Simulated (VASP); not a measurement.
# HfN (Fm-3m) in VASP: further runs

Runs on HfN. Level: PBE. Tasks: single point.

Program: VASP 6.6.1. These are calculated values, not measurements. Logs are shortened: lines on timing, memory, paths and dates and some standing lists are left out, and cuts for length are marked.

### 1 The cell of the first run

Symmetry: Fm-3m, No. 225, cubic system. Conventional cell: a = 4.502 Å, b = 4.502 Å, c = 4.502 Å, α = 90.00°, β = 90.00°, γ = 90.00°. Within 3.0 Å of Hf (site symmetry m-3m) lie 6 N at 2.25 Å. N (site symmetry m-3m) has 6 Hf at 2.25 Å within 3.0 Å.

### 2 Single point, PBE (volume scaled by 0.97)

File INCAR:

```
SYSTEM = HfN
PREC = Accurate
ENCUT = 520
EDIFF = 1E-6
ISMEAR = 0
SIGMA = 0.1
LREAL = .FALSE.
LASPH = .TRUE.
NELM = 60
ALGO = Normal
ISIF = 2
LWAVE = .FALSE.
LCHARG = .FALSE.
GGA = PE
NBANDS = 14
```

File KPOINTS:

```
regular mesh
0
G
  16 16 16
  0 0 0
```

File POSCAR:

```
HfN
1.0
    0.0000000000      2.2509252724      2.2509252724
    2.2509252724      0.0000000000      2.2509252724
    2.2509252724      2.2509252724      0.0000000000
Hf N
1 1
Direct
    0.0000000000      0.0000000000      0.0000000000
    0.5000000000      0.5000000000      0.5000000000
```

Potentials or basis: VASP PAW PBE potentials, release 64 (Hf_pv, N).

Launch:

```sh
> cat potpaw_PBE.64/Hf_pv/POTCAR potpaw_PBE.64/N/POTCAR > POTCAR
> mpirun -np 1 vasp_std > vasp.out
```

OUTCAR:

```text
SYSTEM = HfN
   PREC = Accurate
   ENCUT = 520
   EDIFF = 1E-6
   ISMEAR = 0
   LREAL = .FALSE.
   LASPH = .TRUE.
   NELM = 60
   ISIF = 2
   GGA = PE

 ion  position               nearest neighbor table
   1  0.000  0.000  0.000-   2 2.25   2 2.25   2 2.25   2 2.25   2 2.25   2 2.25
   2  0.500  0.500  0.500-   1 2.25   1 2.25   1 2.25   1 2.25   1 2.25   1 2.25

  LATTYP: Found a face centered cubic cell.
 ALAT       =     4.5018505448

  Lattice vectors:

 A1 = (   0.0000000000,   2.2509252724,   2.2509252724)
 A2 = (   2.2509252724,   0.0000000000,   2.2509252724)
 A3 = (   2.2509252724,   2.2509252724,   0.0000000000)

Analysis of symmetry for initial positions (statically):
=====================================================================
 Subroutine PRICEL returns:
 Original cell was already a primitive cell.

 Routine SETGRP: Setting up the symmetry group for a
 face centered cubic supercell.

 Subroutine GETGRP returns: Found 48 space group operations
 (whereof 48 operations were pure point group operations)
 out of a pool of 48 trial point group operations.

The static configuration has the point symmetry O_h .

Analysis of symmetry for dynamics (positions and initial velocities):
=====================================================================
 Subroutine PRICEL returns:
 Original cell was already a primitive cell.

 Routine SETGRP: Setting up the symmetry group for a
 face centered cubic supercell.

 Subroutine GETGRP returns: Found 48 space group operations
 (whereof 48 operations were pure point group operations)
 out of a pool of 48 trial point group operations.

The dynamic configuration has the point symmetry O_h .

 Subroutine INISYM returns: Found 48 space group operations
 (whereof 48 operations are pure point group operations),
 and found     1 'primitive' translations

----------------------------------------------------------------------------------------

                                     Primitive cell

  volume of cell :      22.8094

  direct lattice vectors                    reciprocal lattice vectors
     0.000000000  2.250925272  2.250925272    -0.222130875  0.222130875  0.222130875
     2.250925272  0.000000000  2.250925272     0.222130875 -0.222130875  0.222130875
     2.250925272  2.250925272  0.000000000     0.222130875  0.222130875 -0.222130875

  length of vectors
     3.183289048  3.183289048  3.183289048     0.384741961  0.384741961  0.384741961

  position of ions in fractional coordinates (direct lattice)
[... 83 lines left out ...]
   IBRION =     -1    ionic relax: 0-MD 1-quasi-New 2-CG
   NFREE  =      0    steps in history (QN), initial steepest desc. (CG)
   ISIF   =      2    stress and relaxation
   ISYM   =      2    0-nonsym 1-usesym 2-fastsym
   POTIM  = 0.5000    time-step for ionic-motion
   TEBEG  =    0.0;   TEEND  =   0.0 temperature during run
   PSTRESS=    0.0 pullay stress
   NELECT =      15.0000    total number of electrons
   NUPDOWN=      -1.0000    fix difference up-down
   EMIN   =  10.00;   EMAX   =-10.00  energy-range for DOS
   EFERMI =   0.00;   METHOD = LEGACY
   ISMEAR =     0;   SIGMA  =   0.10  broadening in eV -4-tet -1-fermi 0-gaus
   EFERMI_NEDOS =   21; number of points for ismear=-14 and -15
   IALGO  =     38    algorithm
   IMIX   =      4    mixing-type and parameters
     AMIX     =   0.40;   BMIX     =  1.00
     AMIX_MAG =   1.60;   BMIX_MAG =  1.00
  volume/ion in A,a.u.               =      11.40        76.96
  Fermi-wavevector in a.u.,A,eV,Ry     =   1.423642  2.690294 27.575703  2.026757
  Thomas-Fermi vector in A             =   2.544218
   LORBIT       =      0    0 simple, 1 ext, 2 COOP (PROOUT), +10 PAW based schemes
   GGA     = PE    functional components
   LHFCALC =     F    Hartree Fock is set to
   AEXX    =    0.0000 exact exchange contribution
   IVDW    =     0    specifies the selected vdW correction
   LEPSILON=     F    determine dielectric tensor
   LRPA    =     F    only Hartree local field effects (RPA)
 non-spin polarized calculation
 Gauss-broadening in eV      SIGMA  =   0.10
  energy-cutoff  :      520.00
  volume of cell :       22.81
 maximum number of plane-waves:       636
   NGX = 11   NGY = 11   NGZ = 11

 number of electron      15.0000001 magnetization

 Free energy of the ion-electron system (eV)
  ---------------------------------------------------
  ext. energy  EPLUGINS =         0.00000000
  ---------------------------------------------------
  free energy    TOTEN  =       -21.75041919 eV

  energy without entropy =      -21.74750200  energy(sigma->0) =      -21.74896060

 E-fermi :   8.4831     XC(G=0): -12.7891

 val. band max:        8.4647508580   @ k =  -0.4375   0.3125   0.1250
 cond. band min:       8.4832220084   @ k =  -0.1250   0.0625   0.0000
 fundamental gap:      0.0184711504
 Fermi energy:         8.4831236179

 k-point     1 :       0.0000    0.0000    0.0000
  band No.  band energies     occupation
      1     -22.6293      2.00000
      2     -22.6293      2.00000
      3     -22.6293      2.00000
      4      -9.0929      2.00000
      5       5.4404      2.00000
      6       5.4404      2.00000
      7       5.4404      2.00000
      8       8.1289      2.00000
      9       8.1289      2.00000
     10       8.1289      2.00000
     11      10.3812      0.00000
     12      10.4765      0.00000
     13      10.4765      0.00000
     14      18.0719      0.00000
[... 377 lines left out ...]
      1     -22.7296      2.00000
      2     -22.6543      2.00000
      3     -22.6312      2.00000
      4      -8.8518      2.00000
      5       4.4173      2.00000
      6       4.7680      2.00000
      7       5.0869      2.00000
      8       8.2942      1.99247
      9       8.3051      1.98816
     10       8.7518      0.00014
     11      10.5965      0.00000
     12      11.4019      0.00000
     13      11.5263      0.00000
     14      18.8787      0.00000

 [... further k-points ...]
[... 5 lines left out ...]
  --------------------------------------------------------------------------------------
  -------------------------------------------------------------------------------------
  Total        0.8716879      0.8716879      0.8716879      0.0000000     -0.0000000      0.0000000
  in kB       61.2291705     61.2291705     61.2291705      0.0000000     -0.0000000      0.0000000
  external PRESSURE =      61.2291705 kB  Pullay stress =       0.0000000 kB

 VOLUME and BASIS-vectors are now :
 -----------------------------------------------------------------------------
  energy-cutoff  :      520.00
  volume of cell :       22.81
      direct lattice vectors                 reciprocal lattice vectors
     0.000000000  2.250925272  2.250925272    -0.222130875  0.222130875  0.222130875
     2.250925272  0.000000000  2.250925272     0.222130875 -0.222130875  0.222130875
     2.250925272  2.250925272  0.000000000     0.222130875  0.222130875 -0.222130875

 POSITION                                       TOTAL-FORCE (eV/Angst)
 -----------------------------------------------------------------------------------
      0.00000      0.00000      0.00000        -0.000000      0.000000      0.000000
      2.25093      2.25093      2.25093         0.000000     -0.000000     -0.000000
 -----------------------------------------------------------------------------------
    total drift:                                0.000000     -0.000000     -0.000000

  FREE ENERGIE OF THE ION-ELECTRON SYSTEM (eV)
  ---------------------------------------------------
  free  energy   TOTEN  =       -21.7504191929 eV

  energy  without entropy=      -21.7475019975  energy(sigma->0) =      -21.74896060
```

Run time: 24 s. Hardware: 1 thread of AMD EPYC 9R45 (Zen 5), shared host; peak memory 0.14 GiB.

Results:

| Item | Value |
| --- | --- |
| Free energy | -21.7504 eV |
| Pressure | 6.1 GPa |

Levels at points of the mesh, in eV from the Fermi level:
| k point | band 6 | band 7 | band 8 | band 9 | band 10 | band 11 |
| --- | --- | --- | --- | --- | --- | --- |
| (0.00, 0.00, 0.00) | -3.04 | -3.04 | -0.35 | -0.35 | -0.35 | 1.90 |
| (0.50, 0.00, 0.00) | -6.24 | -6.24 | 3.33 | 3.76 | 3.76 | 4.48 |
| (0.50, 0.50, 0.00) | -3.86 | -3.70 | -3.70 | 4.16 | 5.61 | 5.61 |

Caveat: the cell differs from its parent crystal (volume scaled by 0.97); spin-orbit coupling is left out, which moves the levels of the heavy elements.

### 3 Single point, PBE

This run uses another cell than the first one, of 11.48 Å³/atom, 1.007 times its volume.

File INCAR:

```
SYSTEM = HfN
PREC     = Accurate       ! precision mode
ENCUT    = 520            ! plane-wave cutoff, eV
EDIFF    = 1E-6           ! SCF threshold, eV
ISMEAR   = 0              ! smearing method
SIGMA    = 0.1            ! smearing width, eV
LREAL    = .FALSE.        ! projectors in reciprocal space
LASPH    = .TRUE.         ! aspherical terms in the spheres
NELM     = 60             ! most SCF steps
ALGO     = Normal         ! electronic algorithm
ISIF     = 2              ! what is computed and relaxed
LWAVE    = .FALSE.        ! write WAVECAR
LCHARG   = .FALSE.        ! write CHGCAR
GGA      = PE             ! functional
NBANDS   = 14             ! bands
```

File KPOINTS:

```
Automatic mesh
0
G
  16 16 16
  0 0 0
```

File POSCAR:

```
HfN
1.0
    0.0000000000      2.2560000000      2.2560000000
    2.2560000000      0.0000000000      2.2560000000
    2.2560000000      2.2560000000      0.0000000000
Hf N
1 1
Direct
    0.0000000000      0.0000000000      0.0000000000
    0.5000000000      0.5000000000      0.5000000000
```

Potentials or basis: VASP PAW PBE potentials, release 64 (Hf_pv, N).

Launch:

```sh
> cat potpaw_PBE.64/Hf_pv/POTCAR potpaw_PBE.64/N/POTCAR > POTCAR
> mpirun -np 1 vasp_std > vasp.out
```

OUTCAR:

```text
SYSTEM = HfN
   PREC = Accurate
   ENCUT = 520
   EDIFF = 1E-6
   ISMEAR = 0
   LREAL = .FALSE.
   LASPH = .TRUE.
   NELM = 60
   ISIF = 2
   GGA = PE

 ion  position               nearest neighbor table
   1  0.000  0.000  0.000-   2 2.26   2 2.26   2 2.26   2 2.26   2 2.26   2 2.26
   2  0.500  0.500  0.500-   1 2.26   1 2.26   1 2.26   1 2.26   1 2.26   1 2.26

  LATTYP: Found a face centered cubic cell.
 ALAT       =     4.5120000000

  Lattice vectors:

 A1 = (   0.0000000000,   2.2560000000,   2.2560000000)
 A2 = (   2.2560000000,   0.0000000000,   2.2560000000)
 A3 = (   2.2560000000,   2.2560000000,   0.0000000000)

Analysis of symmetry for initial positions (statically):
=====================================================================
 Subroutine PRICEL returns:
 Original cell was already a primitive cell.

 Routine SETGRP: Setting up the symmetry group for a
 face centered cubic supercell.

 Subroutine GETGRP returns: Found 48 space group operations
 (whereof 48 operations were pure point group operations)
 out of a pool of 48 trial point group operations.

The static configuration has the point symmetry O_h .

Analysis of symmetry for dynamics (positions and initial velocities):
=====================================================================
 Subroutine PRICEL returns:
 Original cell was already a primitive cell.

 Routine SETGRP: Setting up the symmetry group for a
 face centered cubic supercell.

 Subroutine GETGRP returns: Found 48 space group operations
 (whereof 48 operations were pure point group operations)
 out of a pool of 48 trial point group operations.

The dynamic configuration has the point symmetry O_h .

 Subroutine INISYM returns: Found 48 space group operations
 (whereof 48 operations are pure point group operations),
 and found     1 'primitive' translations

----------------------------------------------------------------------------------------

                                     Primitive cell

  volume of cell :      22.9640

  direct lattice vectors                    reciprocal lattice vectors
     0.000000000  2.256000000  2.256000000    -0.221631206  0.221631206  0.221631206
     2.256000000  0.000000000  2.256000000     0.221631206 -0.221631206  0.221631206
     2.256000000  2.256000000  0.000000000     0.221631206  0.221631206 -0.221631206

  length of vectors
     3.190465797  3.190465797  3.190465797     0.383876509  0.383876509  0.383876509

  position of ions in fractional coordinates (direct lattice)
     0.000000000  0.000000000  0.000000000
     0.500000000  0.500000000  0.500000000

  ion indices of the primitive-cell ions
   primitive index   ion index
                 1           1
                 2           2

----------------------------------------------------------------------------------------

 KPOINTS: Automatic mesh

Automatic generation of k-mesh.
 Grid dimensions read from file:
 generate k-points for:   16   16   16

 Generating k-lattice:

  Cartesian coordinates                     Fractional coordinates (reciprocal lattice)
    -0.013851950  0.013851950  0.013851950     0.062500000  0.000000000  0.000000000
     0.013851950 -0.013851950  0.013851950     0.000000000  0.062500000  0.000000000
     0.013851950  0.013851950 -0.013851950     0.000000000  0.000000000  0.062500000

  Length of vectors
     0.023992282  0.023992282  0.023992282

  Shift w.r.t. Gamma in fractional coordinates (k-lattice)
     0.000000000  0.000000000  0.000000000

 Subroutine IBZKPT returns following result:
 ===========================================

 Found    145 irreducible k-points:

 Following reciprocal coordinates:
            Coordinates               Weight
  0.000000  0.000000  0.000000      1.000000
  0.062500  0.000000  0.000000      8.000000
  0.125000  0.000000  0.000000      8.000000
  0.187500  0.000000  0.000000      8.000000
  0.250000  0.000000  0.000000      8.000000
  0.312500  0.000000  0.000000      8.000000
[... 16 lines left out ...]
 -0.125000  0.062500  0.000000     24.000000
 -0.062500  0.062500  0.000000     12.000000
 [... further k-points ...]
   k-points           NKPTS =    145   k-points in BZ     NKDIM =    145   number of bands    NBANDS=     14
   number of dos      NEDOS =    301   number of ions     NIONS =      2
   total plane-waves  NPLWV =  13824
   dimension x,y,z NGX =    24 NGY =   24 NGZ =   24
   dimension x,y,z NGXF=    48 NGYF=   48 NGZF=   48
   ions per type =               1   1
   NGX,Y,Z   is equivalent  to a cutoff of  12.51, 12.51, 12.51 a.u.
   NGXF,Y,Z  is equivalent  to a cutoff of  25.01, 25.01, 25.01 a.u.
 SYSTEM =  HfN
   PREC   = accura    normal or accurate (medium, high low for compatibility)
   ISTART =      0    job   : 0-new  1-cont  2-samecut
   ICHARG =      2    charge: 1-file 2-atom 10-const
   ISPIN  =      1    spin polarized calculation?
   LNONCOLLINEAR =      F non collinear calculations
   LSORBIT =      F    spin-orbit coupling
   LASPH  =      T    aspherical Exc in radial PAW
   ENCUT  =  520.0 eV  38.22 Ry    6.18 a.u.   5.93  5.93  5.93*2*pi/ulx,y,z
   NELM   =     60;   NELMIN=  2; NELMDL= -5     # of ELM steps
   EDIFF  = 0.1E-05   stopping-criterion for ELM
   LREAL  =      F    real-space projection
   EDIFFG = 0.1E-04   stopping-criterion for IOM
   NSW    =      0    number of steps for IOM
   IBRION =     -1    ionic relax: 0-MD 1-quasi-New 2-CG
   NFREE  =      0    steps in history (QN), initial steepest desc. (CG)
   ISIF   =      2    stress and relaxation
   ISYM   =      2    0-nonsym 1-usesym 2-fastsym
   POTIM  = 0.5000    time-step for ionic-motion
   TEBEG  =    0.0;   TEEND  =   0.0 temperature during run
   PSTRESS=    0.0 pullay stress
   NELECT =      15.0000    total number of electrons
   NUPDOWN=      -1.0000    fix difference up-down
   EMIN   =  10.00;   EMAX   =-10.00  energy-range for DOS
   EFERMI =   0.00;   METHOD = LEGACY
   ISMEAR =     0;   SIGMA  =   0.10  broadening in eV -4-tet -1-fermi 0-gaus
   EFERMI_NEDOS =   21; number of points for ismear=-14 and -15
   IALGO  =     38    algorithm
   IMIX   =      4    mixing-type and parameters
     AMIX     =   0.40;   BMIX     =  1.00
     AMIX_MAG =   1.60;   BMIX_MAG =  1.00
  volume/ion in A,a.u.               =      11.48        77.48
  Fermi-wavevector in a.u.,A,eV,Ry     =   1.420440  2.684242 27.451783  2.017649
  Thomas-Fermi vector in A             =   2.541355
   LORBIT       =      0    0 simple, 1 ext, 2 COOP (PROOUT), +10 PAW based schemes
   GGA     = PE    functional components
   LHFCALC =     F    Hartree Fock is set to
   AEXX    =    0.0000 exact exchange contribution
   IVDW    =     0    specifies the selected vdW correction
   LEPSILON=     F    determine dielectric tensor
   LRPA    =     F    only Hartree local field effects (RPA)
 non-spin polarized calculation
 Gauss-broadening in eV      SIGMA  =   0.10
  energy-cutoff  :      520.00
  volume of cell :       22.96
 maximum number of plane-waves:       636
   NGX = 11   NGY = 11   NGZ = 11

 number of electron      15.0000001 magnetization

 Free energy of the ion-electron system (eV)
  ---------------------------------------------------
  ext. energy  EPLUGINS =         0.00000000
  ---------------------------------------------------
  free energy    TOTEN  =       -21.75547714 eV

  energy without entropy =      -21.75255095  energy(sigma->0) =      -21.75401405

 E-fermi :   8.4223     XC(G=0): -12.7534

 val. band max:        8.4222477953   @ k =  -0.1250   0.0625   0.0000
 cond. band min:       8.4269585929   @ k =   0.3750   0.1250   0.0000
 fundamental gap:      0.0047107976
 Fermi energy:         8.4222876282

 k-point     1 :       0.0000    0.0000    0.0000
  band No.  band energies     occupation
      1     -22.7167      2.00000
      2     -22.7167      2.00000
      3     -22.7167      2.00000
      4      -9.1132      2.00000
      5       5.3879      2.00000
      6       5.3879      2.00000
      7       5.3879      2.00000
      8       8.0721      2.00000
      9       8.0721      2.00000
     10       8.0721      2.00000
     11      10.2554      0.00000
     12      10.3993      0.00000
     13      10.3993      0.00000
     14      17.9949      0.00000
[... 375 lines left out ...]
 k-point    24 :      -0.0625    0.0625    0.0000
  band No.  band energies     occupation
      1     -22.8143      2.00000
      2     -22.7411      2.00000
      3     -22.7186      2.00000
      4      -8.8758      2.00000
      5       4.3686      2.00000
      6       4.7221      2.00000
      7       5.0374      2.00000
      8       8.2357      1.99169
      9       8.2470      1.98681
     10       8.6887      0.00017
     11      10.4987      0.00000
     12      11.2940      0.00000
     13      11.4392      0.00000
     14      18.7948      0.00000

 [... further k-points ...]
[... 5 lines left out ...]
  --------------------------------------------------------------------------------------
  -------------------------------------------------------------------------------------
  Total        0.5944183      0.5944183      0.5944183      0.0000000     -0.0000000      0.0000000
  in kB       41.4720437     41.4720437     41.4720437      0.0000000     -0.0000000      0.0000000
  external PRESSURE =      41.4720437 kB  Pullay stress =       0.0000000 kB

 VOLUME and BASIS-vectors are now :
 -----------------------------------------------------------------------------
  energy-cutoff  :      520.00
  volume of cell :       22.96
      direct lattice vectors                 reciprocal lattice vectors
     0.000000000  2.256000000  2.256000000    -0.221631206  0.221631206  0.221631206
     2.256000000  0.000000000  2.256000000     0.221631206 -0.221631206  0.221631206
     2.256000000  2.256000000  0.000000000     0.221631206  0.221631206 -0.221631206

 POSITION                                       TOTAL-FORCE (eV/Angst)
 -----------------------------------------------------------------------------------
      0.00000      0.00000      0.00000         0.000000      0.000000      0.000000
      2.25600      2.25600      2.25600        -0.000000     -0.000000     -0.000000
 -----------------------------------------------------------------------------------
    total drift:                                0.000000     -0.000000     -0.000000

  FREE ENERGIE OF THE ION-ELECTRON SYSTEM (eV)
  ---------------------------------------------------
  free  energy   TOTEN  =       -21.7554771433 eV

  energy  without entropy=      -21.7525509495  energy(sigma->0) =      -21.75401405
```

It took 22 s on 1 thread of AMD EPYC 9R45 (Zen 5), shared host; peak memory 0.15 GiB.

Results:

* Free energy: -21.7555 eV
* Pressure: 4.1 GPa

Caveat: spin-orbit coupling is left out, which moves the levels of the heavy elements.
